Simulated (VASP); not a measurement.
A run of VASP 6.6.1 is set up as follows.

File INCAR:

```
PREC = Accurate ; ENCUT = 520
EDIFF = 1E-6 ; ISMEAR = -1
SIGMA = 0.1 ; LREAL = F
LASPH = T ; NELM = 80
ALGO = Normal ; ISIF = 2
LWAVE = F ; LCHARG = T
GGA = PS ; LELF = T
LVHAR = T ; NBANDS = 12
```

Contents of KPOINTS:

```
Automatic mesh
0
Gamma
  16 16 16
```

Contents of POSCAR:

```
Nb
1.0
   -1.3799263129      1.3799263129      1.3799263129
    1.3799263129     -1.3799263129      1.3799263129
    1.3799263129      1.3799263129     -1.3799263129
Nb
1
Direct
    0.0000000000      0.0000000000      0.0000000000
```

Potentials or basis: VASP PAW PBE potentials, release 64 (Nb_sv).

Command:

```bash
$ cat potpaw_PBE.64/Nb_sv/POTCAR > POTCAR
$ mpirun -np 1 vasp_std > vasp.out
```

Problem. What does it give for the pressure?

Solution. 239.3 GPa.

Caveat: the PAW data sets were made with another functional, which shifts forces and pressure a little.
